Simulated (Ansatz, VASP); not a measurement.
## One calculation of AlCu, two programs

```xyz
2
Lattice="2.9568 0.0000 0.0000 0.0000 2.9568 0.0000 0.0000 0.0000 2.9568" Properties=species:S:1:pos:R:3 pbc="T T T"
Al   -0.3000    0.0000    0.0000
Cu    1.4784    1.4784    1.4784
```

Alike in both runs: task single point; functional r2SCAN; k mesh 20 × 20 × 20; occupations gaussian, width 0.15 eV; no spin polarisation.

|  | VASP | Ansatz |
| --- | --- | --- |
| version | VASP 6.6.1 | Ansatz 0.2.0 |
| potentials or method | VASP PAW PBE potentials, release 64 (Al, Cu), cutoff 520 eV | scalar-relativistic, plane waves, PAW |
| valence electrons in the cell | 14 | 22 |

VASP gave:

```
gap on the k mesh at the Fermi level (eV)                     : none
pressure (GPa)                                                : 4.6
traceless stress, the component that is largest in VASP (GPa) : -2.85
rms of the force components (eV/Å)                            : 0.819
```

Q: What did Ansatz give for the same quantities?

A: gap on the k mesh at the Fermi level (eV): none; pressure (GPa): 4.7; traceless stress, the component that is largest in VASP (GPa): -2.85; rms of the force components (eV/Å): 0.819.

VASP's potentials were made for PBE, not for r2SCAN. Atom by atom the forces differ by 0.000 eV/Å (rms over components). A gap of «none» marks a metal or a gap that the smearing closes. VASP's potentials hold 14 valence electrons a cell and Ansatz's 22, so a difference there can come from the potentials and not from the codes.
